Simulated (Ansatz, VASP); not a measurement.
## CaO in VASP and in Ansatz

```
Ca O
1.0
     0.30728    2.61188    2.61188
     2.61188    0.30728    2.61188
     2.61188    2.61188    0.30728
Ca O
1 1
Direct
  0.00000 0.00000 0.00000
  0.50000 0.50000 0.50000
```

Alike in both runs: task single point; functional r2SCAN; k mesh 10 × 10 × 10; occupations gaussian, width 0.05 eV; no spin polarisation.

```csv
,VASP,Ansatz
version,VASP 6.6.1,Ansatz 0.2.0
potentials or method,"VASP PAW PBE potentials, release 64 (Ca_sv, O), cutoff 520 eV","scalar-relativistic, plane waves, PAW"
valence electrons in the cell,16,16
```

```csv
,VASP,Ansatz,Ansatz less VASP
gap on the k mesh at the Fermi level (eV),3.55,3.55,+0.008
least direct gap on the mesh (eV),3.76,3.76,+0.001
pressure (GPa),-6.6,-7.3,-0.75
"traceless stress, the component that is largest in VASP (GPa)",-12.25,-12.32,-0.071
```

VASP's potentials were made for PBE, not for r2SCAN.
